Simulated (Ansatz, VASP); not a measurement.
## MnPt2: VASP beside Ansatz

The input INCAR:

```
SYSTEM = MnPt2
ALGO = Fast
EDIFF = 1E-7
ENCUT = 520
ISIF = 2
ISMEAR = -1
ISPIN = 2
LASPH = .TRUE.
LCHARG = .FALSE.
LMAXMIX = 4
LORBIT = 11
LREAL = .FALSE.
LWAVE = .FALSE.
MAGMOM = 0 0 4
NBANDS = 28
NELM = 150
PREC = Accurate
SIGMA = 0.05
```

The input KPOINTS:

```
k-points
0
G
  11 11 4
  0 0 0
```

The input POSCAR:

```
MnPt2
1.0
    2.8197726289      0.0000000000      0.0000000000
   -1.4098863145      2.4419947296      0.0000000000
    0.0000000000      0.0000000000      6.4442160962
Pt Mn
2 1
Direct
    0.6666666667      0.3333333333      0.3162060000
    0.3333333333      0.6666666667      0.6837940000
    0.0000000000      0.0000000000      0.0000000000
```

input.yaml

```yaml
crystal:
  lattice:
    - [2.8197726289, 0.0, 0.0]
    - [-1.4098863145, 2.4419947296, 0.0]
    - [0.0, 0.0, 6.4442160962]
  atoms:
    - { symbol: Pt, position: [0.6666666667, 0.3333333333, 0.316206] }
    - { symbol: Pt, position: [0.3333333333, 0.6666666667, 0.683794] }
    - { symbol: Mn, position: [0.0, 0.0, 0.0], spin: 4.0 }
kpoints:
  mp_grid: { grid: [11, 11, 4] }
scf:
  occupations: { method: fermi_dirac, width: 0.05 }
hamiltonian:
  xc: lda
  pseudopotentials: { kind: all_electron, lapw: { basis_error: 0.002 } }
magnetization:
  spin_polarized: true
output:
  forces: true
  stress: true
  eigenvalues: true
```

Change from the starting cell: volume scaled by 0.96.

Alike in both runs: task single point; functional LDA; k mesh 11 × 11 × 4; occupations fermi-dirac, width 0.05 eV; collinear spin.

```csv
,VASP,Ansatz
version,VASP 6.6.1,Ansatz 0.2.0
potentials or method,"VASP PAW LDA potentials, release 64 (Pt, Mn_pv), cutoff 520 eV","all-electron LAPW, scalar-relativistic"
```

Ansatz gave:

| Item | Value |
| --- | --- |
| gap on the k mesh at the Fermi level (eV) | none |
| pressure (GPa) | -9.6 |
| traceless stress, the component that is largest in VASP (GPa) | 3.11 |
| rms of the force components (eV/Å) | 0.007 |
| net moment per atom (μB) | 1.34 |
| size of the moment on the site where the two differ most (μB) | 3.43 |

**Question.** What did VASP give for the same quantities?

**Answer.** gap on the k mesh at the Fermi level (eV): none; pressure (GPa): -10.1; traceless stress, the component that is largest in VASP (GPa): 3.35; rms of the force components (eV/Å): 0.015; net moment per atom (μB): 1.30; size of the moment on the site where the two differ most (μB): 3.29.

LDA's correlation is that of Perdew and Zunger in VASP and of Perdew and Wang (1992) in Ansatz. Site moments also hang on the region over which each program counts them. Atom by atom the forces differ by 0.008 eV/Å (rms over components). A gap of «none» marks a metal or a gap that the smearing closes. Ansatz ran all-electron here, and VASP with PAW potentials.

Neither program's run includes spin-orbit coupling.
